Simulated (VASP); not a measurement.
Runs of VASP 6.6.1 on Co. The structure is that of space group P6_3/mmc (No. 194), or close to it. The cells are those of the table. 

```csv
task,cell,gap on the mesh (eV),pressure (GPa),moment (μB)
electric field gradients,"a = 2.536, b = 2.536, c = 4.118 Å, angles 90.0, 90.0, 120.0°, 2 atoms",none,-19.6,3.30
electric field gradients,"a = 2.468, b = 2.468, c = 4.008 Å, angles 90.0, 90.0, 120.0°, 2 atoms",none,(a),3.16
electric field gradients,"a = 2.519, b = 2.519, c = 4.091 Å, angles 90.0, 90.0, 120.0°, 2 atoms",none,-16.6,3.27
electric field gradients,"a = 2.544, b = 2.544, c = 4.132 Å, angles 90.0, 90.0, 120.0°, 2 atoms",none,(c),3.31
single point,"a = 2.568, b = 2.568, c = 4.171 Å, angles 90.0, 90.0, 120.0°, 2 atoms",none,(b),3.36
```

Alike in all rows: level PBEsol; potentials or basis VASP PAW PBE potentials, release 64 (Co); spin collinear, ferromagnetic start; k mesh 19 × 19 × 10; cutoff (eV) 520; smearing fermi-dirac 0.05 eV.

**Question.** Estimate the missing entries.

**Answer.** (a) -5.3; (b) -24.5; (c) -20.9.

Caveats: the cell stands under tension; the PAW data sets were made with another functional, which shifts forces and pressure a little.

A gap of «none» marks levels without a gap at the run's occupations.
